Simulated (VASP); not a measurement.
# Ag (P6_3/mmc) in VASP: a series of runs

Ag is run at these levels: LDA; tasks: single point.

Everything below comes from runs of VASP 6.6.1. Logs are shortened: lines on timing, memory, paths and dates and some standing lists are left out, and cuts for length are marked.

### Step 1. The cell of the first run

Symmetry: P6_3/mmc, No. 194, hexagonal system. The conventional cell has a = 2.920 Å, b = 2.920 Å, c = 4.774 Å, α = 90.00°, β = 90.00°, γ = 120.00°. Ag (site symmetry -6m2) has 12 Ag at 2.92 Å within 3.8 Å.

This isn't the form of Ag at room conditions, which is fcc.

### Step 2. Single point, LDA (17.63 Å³/atom)

Contents of INCAR:

```
SYSTEM = Ag
PREC = Accurate ; ENCUT = 520
EDIFF = 1E-7 ; ISMEAR = -1
SIGMA = 0.05 ; LREAL = .False.
LASPH = .True. ; NELM = 80
ALGO = Normal ; ISIF = 2
LWAVE = .False. ; LCHARG = .False.
NBANDS = 18
```

Contents of KPOINTS:

```
Automatic mesh
0
Gamma
  14 14 8
  0 0 0
```

Contents of POSCAR:

```
Ag
1.0
    2.9201986825      0.0000000000      0.0000000000
   -1.4600993413      2.5289662432      0.0000000000
    0.0000000000      0.0000000000      4.7739798135
Ag
2
Direct
    0.3333333333      0.6666666667      0.2500000000
    0.6666666667      0.3333333333      0.7500000000
```

Potentials or basis: VASP PAW LDA potentials, release 64 (Ag).

Run with:

```sh
> cat potpaw_LDA.64/Ag/POTCAR > POTCAR
> mpirun -np 1 vasp_std > vasp.out
```

OUTCAR:

```text
SYSTEM = Ag
   PREC = Accurate
   ENCUT = 520
   EDIFF = 1E-7
   ISMEAR = -1
   LREAL = .False.
   LASPH = .True.
   NELM = 80
   ISIF = 2

 ion  position               nearest neighbor table
   1  0.333  0.667  0.250-   2 2.92   2 2.92   2 2.92   2 2.92   2 2.92   2 2.92
   2  0.667  0.333  0.750-   1 2.92   1 2.92   1 2.92   1 2.92   1 2.92   1 2.92

  LATTYP: Found a hexagonal cell.
 ALAT       =     2.9201986825
 C/A-ratio  =     1.6348133578

  Lattice vectors:

 A1 = (   2.9201986825,   0.0000000000,   0.0000000000)
 A2 = (  -1.4600993413,   2.5289662432,   0.0000000000)
 A3 = (   0.0000000000,   0.0000000000,   4.7739798135)

Analysis of symmetry for initial positions (statically):
=====================================================================
 Subroutine PRICEL returns:
 Original cell was already a primitive cell.

 Routine SETGRP: Setting up the symmetry group for a
 hexagonal supercell.

 Subroutine GETGRP returns: Found 24 space group operations
 (whereof 12 operations were pure point group operations)
 out of a pool of 24 trial point group operations.

The static configuration has the point symmetry D_3d.
 The point group associated with its full space group is D_6h.

Analysis of symmetry for dynamics (positions and initial velocities):
=====================================================================
 Subroutine PRICEL returns:
 Original cell was already a primitive cell.

 Routine SETGRP: Setting up the symmetry group for a
 hexagonal supercell.

 Subroutine GETGRP returns: Found 24 space group operations
 (whereof 12 operations were pure point group operations)
 out of a pool of 24 trial point group operations.

The dynamic configuration has the point symmetry D_3d.
 The point group associated with its full space group is D_6h.

 Subroutine INISYM returns: Found 24 space group operations
 (whereof 12 operations are pure point group operations),
 and found     1 'primitive' translations

----------------------------------------------------------------------------------------

                                     Primitive cell

  volume of cell :      35.2562

  direct lattice vectors                    reciprocal lattice vectors
     2.920198683  0.000000000  0.000000000     0.342442453  0.197709242  0.000000000
    -1.460099341  2.528966243  0.000000000     0.000000000  0.395418485  0.000000000
     0.000000000  0.000000000  4.773979813     0.000000000  0.000000000  0.209468837

  length of vectors
     2.920198683  2.920198683  4.773979813     0.395418485  0.395418485  0.209468837

  position of ions in fractional coordinates (direct lattice)
     0.333333333  0.666666667  0.250000000
     0.666666667  0.333333333  0.750000000

  ion indices of the primitive-cell ions
   primitive index   ion index
                 1           1
                 2           2

----------------------------------------------------------------------------------------

 KPOINTS: Automatic mesh

Automatic generation of k-mesh.
 Grid dimensions read from file:
 generate k-points for:   14   14    8

 Generating k-lattice:

  Cartesian coordinates                     Fractional coordinates (reciprocal lattice)
     0.024460175  0.014122089  0.000000000     0.071428571 -0.000000000  0.000000000
     0.000000000  0.028244177  0.000000000     0.000000000  0.071428571  0.000000000
     0.000000000  0.000000000  0.026183605     0.000000000  0.000000000  0.125000000

  Length of vectors
     0.028244177  0.028244177  0.026183605

  Shift w.r.t. Gamma in fractional coordinates (k-lattice)
     0.000000000  0.000000000  0.000000000

 Subroutine IBZKPT returns following result:
 ===========================================

 Found    120 irreducible k-points:

 Following reciprocal coordinates:
            Coordinates               Weight
  0.000000  0.000000  0.000000      1.000000
  0.071429  0.000000  0.000000      6.000000
  0.142857  0.000000  0.000000      6.000000
  0.214286  0.000000  0.000000      6.000000
  0.285714  0.000000  0.000000      6.000000
  0.357143  0.000000  0.000000      6.000000
[... 16 lines left out ...]
  0.285714  0.285714  0.000000      6.000000
  0.357143  0.285714  0.000000      6.000000
 [... further k-points ...]
   k-points           NKPTS =    120   k-points in BZ     NKDIM =    120   number of bands    NBANDS=     18
   number of dos      NEDOS =    301   number of ions     NIONS =      2
   total plane-waves  NPLWV =  20736
   dimension x,y,z NGX =    24 NGY =   24 NGZ =   36
   dimension x,y,z NGXF=    48 NGYF=   48 NGZF=   72
   ions per type =               2
   NGX,Y,Z   is equivalent  to a cutoff of  13.66, 13.66, 12.54 a.u.
   NGXF,Y,Z  is equivalent  to a cutoff of  27.33, 27.33, 25.07 a.u.
 SYSTEM =  Ag
   PREC   = accura    normal or accurate (medium, high low for compatibility)
   ISTART =      0    job   : 0-new  1-cont  2-samecut
   ICHARG =      2    charge: 1-file 2-atom 10-const
   ISPIN  =      1    spin polarized calculation?
   LNONCOLLINEAR =      F non collinear calculations
   LSORBIT =      F    spin-orbit coupling
   LASPH  =      T    aspherical Exc in radial PAW
   ENCUT  =  520.0 eV  38.22 Ry    6.18 a.u.   5.43  5.43  8.88*2*pi/ulx,y,z
   NELM   =     80;   NELMIN=  2; NELMDL= -5     # of ELM steps
   EDIFF  = 0.1E-06   stopping-criterion for ELM
   LREAL  =      F    real-space projection
   EDIFFG = 0.1E-05   stopping-criterion for IOM
   NSW    =      0    number of steps for IOM
   IBRION =     -1    ionic relax: 0-MD 1-quasi-New 2-CG
   NFREE  =      0    steps in history (QN), initial steepest desc. (CG)
   ISIF   =      2    stress and relaxation
   ISYM   =      2    0-nonsym 1-usesym 2-fastsym
   POTIM  = 0.5000    time-step for ionic-motion
   TEBEG  =    0.0;   TEEND  =   0.0 temperature during run
   PSTRESS=    0.0 pullay stress
   NELECT =      22.0000    total number of electrons
   NUPDOWN=      -1.0000    fix difference up-down
   EMIN   =  10.00;   EMAX   =-10.00  energy-range for DOS
   EFERMI =   0.00;   METHOD = LEGACY
   ISMEAR =    -1;   SIGMA  =   0.05  broadening in eV -4-tet -1-fermi 0-gaus
   EFERMI_NEDOS =   21; number of points for ismear=-14 and -15
   IALGO  =     38    algorithm
   IMIX   =      4    mixing-type and parameters
     AMIX     =   0.40;   BMIX     =  1.00
     AMIX_MAG =   1.60;   BMIX_MAG =  1.00
  volume/ion in A,a.u.               =      17.63       118.96
  Fermi-wavevector in a.u.,A,eV,Ry     =   1.398955  2.643641 26.627620  1.957075
  Thomas-Fermi vector in A             =   2.522062
   LORBIT       =      0    0 simple, 1 ext, 2 COOP (PROOUT), +10 PAW based schemes
   GGA     = CA    functional components
   LHFCALC =     F    Hartree Fock is set to
   AEXX    =    0.0000 exact exchange contribution
   IVDW    =     0    specifies the selected vdW correction
   LEPSILON=     F    determine dielectric tensor
   LRPA    =     F    only Hartree local field effects (RPA)
 non-spin polarized calculation
  energy-cutoff  :      520.00
  volume of cell :       35.26
 maximum number of plane-waves:       972
 NGX is ok and might be reduce to    24
   NGX = 11   NGY = 11   NGZ = 17

 number of electron      22.0000007 magnetization

 Free energy of the ion-electron system (eV)
  ---------------------------------------------------
  ext. energy  EPLUGINS =         0.00000000
  ---------------------------------------------------
  free energy    TOTEN  =        -7.44604672 eV

  energy without entropy =       -7.44207661  energy(sigma->0) =       -7.44406166

 E-fermi :   7.6417     XC(G=0): -12.3871

 val. band max:        7.5629650477   @ k =   0.0714   0.0714   0.1250
 cond. band min:       7.6469465170   @ k =   0.4286   0.0714   0.2500
 fundamental gap:      0.0839814693
 Fermi energy:         7.6417118070

 k-point     1 :       0.0000    0.0000    0.0000
  band No.  band energies     occupation
      1       0.1005      2.00000
      2       1.4961      2.00000
      3       3.0256      2.00000
      4       3.1260      2.00000
      5       3.1260      2.00000
      6       3.3520      2.00000
[... 10 lines left out ...]
     17      25.4473      0.00000
     18      25.4473      0.00000

 k-point     2 :       0.0714    0.0000    0.0000
  band No.  band energies     occupation
      1       0.2384      2.00000
      2       1.5766      2.00000
      3       2.9434      2.00000
      4       3.1982      2.00000
      5       3.2028      2.00000
      6       3.3255      2.00000
[... 10 lines left out ...]
     17      25.2352      0.00000
     18      26.0464      0.00000

 k-point     3 :       0.1429    0.0000    0.0000
  band No.  band energies     occupation
      1       0.6320      2.00000
      2       1.7789      2.00000
      3       2.8127      2.00000
      4       3.2212      2.00000
      5       3.3795      2.00000
      6       3.4060      2.00000
[... 10 lines left out ...]
     17      25.5039      0.00000
     18      25.8443      0.00000

 k-point     4 :       0.2143    0.0000    0.0000
  band No.  band energies     occupation
      1       1.1937      2.00000
      2       1.9517      2.00000
      3       2.7774      2.00000
      4       2.9596      2.00000
      5       3.1655      2.00000
      6       3.3987      2.00000
[... 375 lines left out ...]
      4       2.9695      2.00000
      5       3.1861      2.00000
      6       3.2431      2.00000
[... 10 lines left out ...]
     17      18.4851      0.00000
     18      20.7937      0.00000

 k-point    23 :       0.2857    0.2857    0.0000
  band No.  band energies     occupation
      1       1.9936      2.00000
      2       2.3416      2.00000
      3       2.4271      2.00000
      4       2.9479      2.00000
      5       2.9600      2.00000
      6       3.2215      2.00000
[... 10 lines left out ...]
     17      19.0073      0.00000
     18      19.1189      0.00000

 k-point    24 :       0.3571    0.2857    0.0000
  band No.  band energies     occupation
      1       1.9687      2.00000
      2       2.3966      2.00000
      3       2.4615      2.00000
      4       2.9240      2.00000
      5       3.0089      2.00000
      6       3.1270      2.00000
[... 10 lines left out ...]
     17      18.0207      0.00000
     18      18.9123      0.00000

 [... further k-points ...]
[... 5 lines left out ...]
  --------------------------------------------------------------------------------------
  -------------------------------------------------------------------------------------
  Total       -2.1051175     -2.1051175     -2.1864110      0.0000000      0.0000000      0.0000000
  in kB      -95.6645252    -95.6645252    -99.3588077      0.0000000      0.0000000      0.0000000
  external PRESSURE =     -96.8959527 kB  Pullay stress =       0.0000000 kB

 VOLUME and BASIS-vectors are now :
 -----------------------------------------------------------------------------
  energy-cutoff  :      520.00
  volume of cell :       35.26
      direct lattice vectors                 reciprocal lattice vectors
     2.920198683  0.000000000  0.000000000     0.342442453  0.197709242  0.000000000
    -1.460099341  2.528966243  0.000000000     0.000000000  0.395418485  0.000000000
     0.000000000  0.000000000  4.773979813     0.000000000  0.000000000  0.209468837

 POSITION                                       TOTAL-FORCE (eV/Angst)
 -----------------------------------------------------------------------------------
     -0.00000      1.68598      1.19349        -0.000000      0.000000      0.000000
      1.46010      0.84299      3.58048         0.000000     -0.000000      0.000000
 -----------------------------------------------------------------------------------
    total drift:                               -0.000000      0.000000     -0.000000

  FREE ENERGIE OF THE ION-ELECTRON SYSTEM (eV)
  ---------------------------------------------------
  free  energy   TOTEN  =        -7.4460467206 eV

  energy  without entropy=       -7.4420766082  energy(sigma->0) =       -7.44406166
```

Wall time 59 s (1 thread of Intel Xeon 8259CL, shared host); peak memory 0.18 GiB.

Results:

| Quantity | Value |
| --- | --- |
| Free energy | -7.4460 eV |
| Pressure | -9.7 GPa |
| Band gap on the k mesh | zero (bands 11 and 12 overlap by 6.91 eV) |

Stress tensor (GPa, compression positive):
```
-9.57  0.00  0.00
 0.00 -9.57  0.00
 0.00  0.00 -9.94
```

Caveat: the cell stands under tension.

### Step 3. Single point, LDA (17.98 Å³/atom)

This run uses another cell than the first one, of 17.98 Å³/atom.

Contents of INCAR:

```
SYSTEM = Ag
PREC = Accurate
ENCUT = 520
EDIFF = 1E-7
ISMEAR = -1
SIGMA = 0.05
LREAL = .False.
LASPH = .True.
NELM = 100
ALGO = Normal
ISIF = 2
LWAVE = .False.
LCHARG = .True.
LELF = .True.
LVHAR = .True.
NBANDS = 18
```

Contents of KPOINTS:

```
regular mesh
0
Gamma
  14 14 8
  0 0 0
```

Contents of POSCAR:

```
Ag
1.0
    2.9397323648      0.0000000000      0.0000000000
   -1.4698661824      2.5458829083      0.0000000000
    0.0000000000      0.0000000000      4.8059137382
Ag
2
Direct
    0.3333333333      0.6666666667      0.2500000000
    0.6666666667      0.3333333333      0.7500000000
```

Potentials or basis: VASP PAW LDA potentials, release 64 (Ag).

Run with:

```sh
> cat potpaw_LDA.64/Ag/POTCAR > POTCAR
> mpirun -np 1 vasp_std > vasp.out
```

Run time: 61 s. Hardware: 1 thread of Intel Xeon 8259CL, shared host; peak memory 0.18 GiB.

It converged, with:

```yaml
Free_energy: -7.4000 eV
Pressure: -11.1 GPa
Band_gap_on_the_k_mesh: zero (bands 11 and 12 overlap by 6.84 eV)
```

Stress tensor (GPa, compression positive):
```
-11.03   0.00   0.00
  0.00 -11.03   0.00
  0.00   0.00 -11.39
```

Levels at points of the mesh, in eV from the Fermi level:
| k point | band 9 | band 10 | band 11 | band 12 | band 13 | band 14 |
| --- | --- | --- | --- | --- | --- | --- |
| (0.00, 0.00, 0.00) | -3.91 | -2.98 | -2.98 | -0.26 | 3.30 | 15.58 |
| (0.50, 0.00, 0.00) | -2.80 | -2.73 | 0.15 | 1.44 | 6.60 | 6.91 |
| (0.00, 0.00, 0.50) | -3.27 | -3.27 | -3.27 | -3.27 | 10.73 | 10.73 |
| (0.50, 0.00, 0.50) | -2.77 | -2.77 | 0.82 | 0.82 | 4.29 | 4.29 |

Caveat: the cell stands under tension.
